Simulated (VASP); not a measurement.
# Al2Cl (P4mm) in VASP: a series of runs, part 2 of 2

VASP 6.6.1.

### 3 Single point, PBE

This run uses another cell than the first one, of 24.25 Å³/atom, 1.063 times its volume.

INCAR

```
SYSTEM = Al2Cl
ALGO = Normal ; EDIFF = 1E-7
ENCUT = 520 ; GGA = PE
ISIF = 2 ; ISMEAR = 0
LASPH = .True. ; LCHARG = .False.
LREAL = .False. ; LWAVE = .False.
NBANDS = 14 ; NELM = 60
PREC = Accurate ; SIGMA = 0.1
```

KPOINTS

```
k-points
0
Gamma
  4 4 4
  0 0 0
```

POSCAR

```
Al2Cl
1.0
    3.8233144758      0.0000000000      0.0000000000
    0.0000000000      3.8233144758      0.0000000000
    0.0000000000      0.0000000000      4.9778440778
Al Cl
2 1
Direct
    0.5000000000      0.0000000000      0.2054196620
    0.0000000000      0.5000000000      0.2054196620
    0.0000000000      0.0000000000      0.6700694960
```

Potentials or basis: VASP PAW PBE potentials, release 64 (Al, Cl).

Command:

```console
> cat potpaw_PBE.64/Al/POTCAR potpaw_PBE.64/Cl/POTCAR > POTCAR
> mpirun -np 1 vasp_std > vasp.out
```

It took 6.3 s on 1 thread of Intel Xeon 6975P-C (Granite Rapids), shared host; peak memory 0.17 GiB.

The run converged. Its results:

```
Free energy   : -9.3930 eV
Pressure      : 0.0 GPa
Largest force : 0.012 eV/Å
```

Forces in eV/Å, atoms in the order of the input:
```
Al   0.000  0.000  0.006
Al   0.000  0.000  0.006
Cl   0.000  0.000 -0.012
```

Stress tensor (GPa, compression positive):
```
-0.06  0.00  0.00
 0.00 -0.06  0.00
 0.00  0.00  0.12
```

Levels at points of the mesh, in eV from the Fermi level:
| k point | band 4 | band 5 | band 6 | band 7 | band 8 | band 9 |
| --- | --- | --- | --- | --- | --- | --- |
| (0.00, 0.00, 0.00) | -3.57 | -3.57 | 1.27 | 1.27 | 1.97 | 1.98 |
| (0.50, 0.00, 0.00) | -4.49 | -3.35 | -3.10 | 1.01 | 2.82 | 3.40 |
| (0.50, 0.50, 0.00) | -4.43 | -2.92 | -2.45 | -1.61 | -1.61 | 2.33 |
| (0.00, 0.00, 0.50) | -3.42 | -2.79 | -0.57 | 0.60 | 0.60 | 2.64 |
| (0.50, 0.00, 0.50) | -4.81 | -3.26 | -1.60 | 1.81 | 2.63 | 2.88 |
| (0.50, 0.50, 0.50) | -4.75 | -3.21 | -3.21 | -2.74 | 0.05 | 2.85 |

Caveat: the k points lie up to 0.41 Å⁻¹ apart; an odd number of electrons without spin polarisation forces a metal; a magnetic or distorted state may lie lower.

### 4 Relaxation of cell and atoms, PBE

INCAR

```
SYSTEM = Al2Cl
PREC     = Accurate       ! precision mode
ENCUT    = 600            ! plane-wave cutoff, eV
EDIFF    = 1E-7           ! SCF threshold, eV
ISMEAR   = 0              ! smearing method
SIGMA    = 0.1            ! smearing width, eV
LREAL    = .FALSE.        ! projectors in reciprocal space
LASPH    = .TRUE.         ! aspherical terms in the spheres
NELM     = 60             ! most SCF steps
ALGO     = Normal         ! electronic algorithm
ISIF     = 3              ! what is computed and relaxed
LWAVE    = .FALSE.        ! write WAVECAR
LCHARG   = .FALSE.        ! write CHGCAR
GGA      = PE             ! functional
IBRION   = 2              ! ionic algorithm
NSW      = 90             ! ionic steps
EDIFFG   = -0.04          ! ionic threshold
```

KPOINTS

```
regular mesh
0
G
  4 4 4
  0 0 0
```

POSCAR

```
Al2Cl
1.0
    3.7891741700      0.0000000000      0.0000000000
    0.0000000000      3.7891741700      0.0000000000
    0.0000000000      0.0000000000      4.7668408700
Al Cl
2 1
Direct
    0.5000000000      0.0000000000      0.3480306200
    0.0000000000      0.5000000000      0.3480306200
    0.0000000000      0.0000000000      0.3848475800
```

Command:

```console
> cat potpaw_PBE.64/Al/POTCAR potpaw_PBE.64/Cl/POTCAR > POTCAR
> mpirun -np 1 vasp_std > vasp.out
```

It took 2 min on 1 thread of Intel Xeon 6975P-C (Granite Rapids), shared host; peak memory 0.18 GiB.

It converged, with:

```yaml
Free_energy: -8.6055 eV
Relaxed_volume: 24.98 Å³/atom
Relaxed_cell: a = 5.136 Å, b = 5.136 Å, c = 2.841 Å, α = 90.00°, β = 90.00°, γ = 90.00°
Space_group_after_relaxing_to_0.05_Å: P4mm (No. 99)
Energy_gained_by_relaxing: 3309.5 meV/atom
Ionic_steps: 26
Pressure_after_relaxing: -0.1 GPa
Largest_force_after_relaxing: 0.012 eV/Å
```

Forces in eV/Å, atoms in the order of the input:
```
Al   0.000  0.000  0.006
Al   0.000  0.000  0.006
Cl   0.000  0.000 -0.012
```

The path:
```
step  energy change (eV)  largest force (eV/Å)  pressure (GPa)  volume (Å³)
   1              0.0000                3.3398           50.15        68.44
   2             -8.6095                0.0349           -2.08       156.33
   3             -8.6981                0.6960            1.47       122.07
   4             -8.8092                0.2977           -0.76       137.87
   5             -8.8142                0.3545           -0.46       135.07
   6             -8.8131                0.3881           -0.28       133.53
   7             -8.8341                0.4015           -0.34       131.53
   8             -8.9070                0.4227           -0.58       125.56
   9             -9.1010                0.4042           -1.10       113.87
  10             -9.6341                0.1380           -1.68        91.40
  11             -2.6067                2.0052           66.24        50.03
  12             -9.5976                0.2462           -1.25        89.57
  13             -9.6534                0.5169            3.30        69.26
  14             -9.7994                0.0481           -0.91        82.23
  15             -9.8935                0.1810           -0.25        75.42
  16             -9.8910                0.1221           -0.82        76.63
  17             -9.6178                0.3260            6.15        65.58
  18             -9.8976                0.1652           -0.12        75.01
  19             -9.9037                0.1110            0.48        73.33
  20             -9.9037                0.1140            0.44        73.42
  21             -9.9077                0.1078            0.44        73.47
  22             -9.9175                0.0877            0.47        73.60
  23             -9.9241                0.0253            0.65        73.84
  24             -9.9246                0.0420            0.60        73.79
  25             -9.9284                0.0192            0.06        74.64
  26             -9.9286                0.0123           -0.11        74.93
```

Final structure:
```xyz
3
Lattice="5.1359 0.0000 0.0000 0.0000 5.1359 0.0000 0.0000 0.0000 2.8407" Properties=species:S:1:pos:R:3 pbc="T T T"
Al    2.5679    0.0000    1.0145
Al    0.0000    2.5679    1.0145
Cl    0.0000    5.1359    1.0414
```

Levels at points of the mesh, in eV from the Fermi level:
```csv
k point,band 3,band 4,band 5,band 6,band 7,band 8,band 9,band 10
"(0.00, 0.00, 0.00)",-6.61,-5.69,-4.15,-1.55,1.32,1.32,3.91,4.35
"(0.50, 0.00, 0.00)",-6.53,-4.83,-2.12,-1.54,0.12,0.61,1.91,5.67
"(0.50, 0.50, 0.00)",-7.82,-2.41,-1.76,-1.76,-1.53,1.30,2.62,4.66
"(0.00, 0.00, 0.50)",-5.36,-5.36,-1.61,-0.66,0.18,0.24,3.52,3.52
"(0.50, 0.00, 0.50)",-5.96,-5.32,-1.32,-0.61,-0.13,1.09,3.22,4.10
"(0.50, 0.50, 0.50)",-5.89,-5.89,-1.10,-1.10,0.96,1.83,1.83,3.40
```

Caveat: the k points lie up to 0.55 Å⁻¹ apart in the final cell; an odd number of electrons without spin polarisation forces a metal; a magnetic or distorted state may lie lower.

### 5 Relaxation of cell and atoms, PBE

This run uses another cell than the first one, of 24.25 Å³/atom, 1.063 times its volume.

INCAR

```
SYSTEM = Al2Cl
PREC = Accurate ; ENCUT = 600
EDIFF = 1E-7 ; ISMEAR = 0
SIGMA = 0.1 ; LREAL = .False.
LASPH = .True. ; NELM = 80
ALGO = Normal ; ISIF = 3
LWAVE = .False. ; LCHARG = .False.
GGA = PE ; IBRION = 2
NSW = 100 ; EDIFFG = -0.01
```

KPOINTS

```
regular mesh
0
Gamma
  12 12 10
  0 0 0
```

POSCAR

```
Al2Cl
1.0
    3.8233144758      0.0000000000      0.0000000000
    0.0000000000      3.8233144758      0.0000000000
    0.0000000000      0.0000000000      4.9778440778
Al Cl
2 1
Direct
    0.5000000000      0.0000000000      0.2054196620
    0.0000000000      0.5000000000      0.2054196620
    0.0000000000      0.0000000000      0.6700694960
```

Command:

```console
> cat potpaw_PBE.64/Al/POTCAR potpaw_PBE.64/Cl/POTCAR > POTCAR
> mpirun -np 1 vasp_std > vasp.out
```

Wall time 67 s (1 thread of Intel Xeon 6975P-C (Granite Rapids), shared host); peak memory 0.29 GiB.

Results (log left out):

```yaml
Free_energy: -9.3503 eV
Relaxed_volume: 24.37 Å³/atom
Relaxed_cell: a = 3.818 Å, b = 3.818 Å, c = 5.016 Å, α = 90.00°, β = 90.00°, γ = 90.00°
Space_group_after_relaxing_to_0.05_Å: P4mm (No. 99)
Energy_gained_by_relaxing: 0.4 meV/atom
Ionic_steps: 3
Pressure_after_relaxing: 0.0 GPa
Largest_force_after_relaxing: 0.010 eV/Å
```

Forces in eV/Å, atoms in the order of the input:
```
Al   0.000  0.000 -0.005
Al   0.000  0.000 -0.005
Cl   0.000  0.000  0.010
```

Step by step:
```csv
step,energy change (eV),largest force (eV/Å),pressure (GPa),volume (Å³)
1,0.0000,0.0417,0.12,72.76
2,-0.0009,0.0237,0.03,72.96
3,-0.0012,0.0096,-0.04,73.11
```

Final structure:
```cif
data_structure
_symmetry_space_group_name_H-M 'P 1'
_symmetry_Int_Tables_number 1
_cell_length_a 3.8179
_cell_length_b 3.8179
_cell_length_c 5.0158
_cell_angle_alpha 90.000
_cell_angle_beta 90.000
_cell_angle_gamma 90.000
_cell_volume 73.11
loop_
_atom_site_label
_atom_site_type_symbol
_atom_site_fract_x
_atom_site_fract_y
_atom_site_fract_z
_atom_site_occupancy
Al1 Al 0.50000 0.00000 0.20505 1
Al2 Al 0.00000 0.50000 0.20505 1
Cl1 Cl 0.00000 0.00000 0.67080 1
```

Levels at points of the mesh, in eV from the Fermi level:
| k point | band 3 | band 4 | band 5 | band 6 | band 7 | band 8 | band 9 | band 10 |
| --- | --- | --- | --- | --- | --- | --- | --- | --- |
| (0.00, 0.00, 0.00) | -5.13 | -3.46 | -3.46 | 1.25 | 1.25 | 1.97 | 2.04 | 2.92 |
| (0.50, 0.00, 0.00) | -5.30 | -4.43 | -3.24 | -3.10 | 0.99 | 2.81 | 3.41 | 3.81 |
| (0.50, 0.50, 0.00) | -5.29 | -4.32 | -2.98 | -2.44 | -1.63 | -1.63 | 2.34 | 2.34 |
| (0.00, 0.00, 0.50) | -3.31 | -3.31 | -2.78 | -0.58 | 0.61 | 0.61 | 2.67 | 3.92 |
| (0.50, 0.00, 0.50) | -5.66 | -4.76 | -3.15 | -1.61 | 1.81 | 2.68 | 2.85 | 2.98 |
| (0.50, 0.50, 0.50) | -4.65 | -4.65 | -3.21 | -3.21 | -2.81 | 0.01 | 2.88 | 4.46 |

Caveat: an odd number of electrons without spin polarisation forces a metal; a magnetic or distorted state may lie lower.

### 6 Overview

```tsv
task	cell	k mesh	cutoff (eV)	gap on the mesh (eV)	pressure (GPa)	relaxed volume (Å³/atom)	largest force (eV/Å)
single point	a = 3.789, b = 3.789, c = 4.767 Å, 3 atoms	4 × 4 × 4	520	none	50.1	-	3.34
single point	a = 3.823, b = 3.823, c = 4.978 Å, 3 atoms	4 × 4 × 4	520	none	0.0	-	0.01
relaxation of cell and atoms	relaxed from a = 3.789, b = 3.789, c = 4.767 Å, 3 atoms	4 × 4 × 4	600	none	-0.1	24.98	0.01
relaxation of cell and atoms	relaxed from a = 3.823, b = 3.823, c = 4.978 Å, 3 atoms	12 × 12 × 10	600	none	0.0	24.37	0.01
```

Alike in all rows: level PBE; potentials or basis VASP PAW PBE potentials, release 64 (Al, Cl); no spin polarisation; smearing gaussian 0.1 eV.

Caveats: some runs use coarse meshes; an odd number of electrons without spin polarisation forces a metal; a magnetic or distorted state may lie lower.

Total energies depend on the potentials used, so only differences within one code and one set of settings carry meaning.
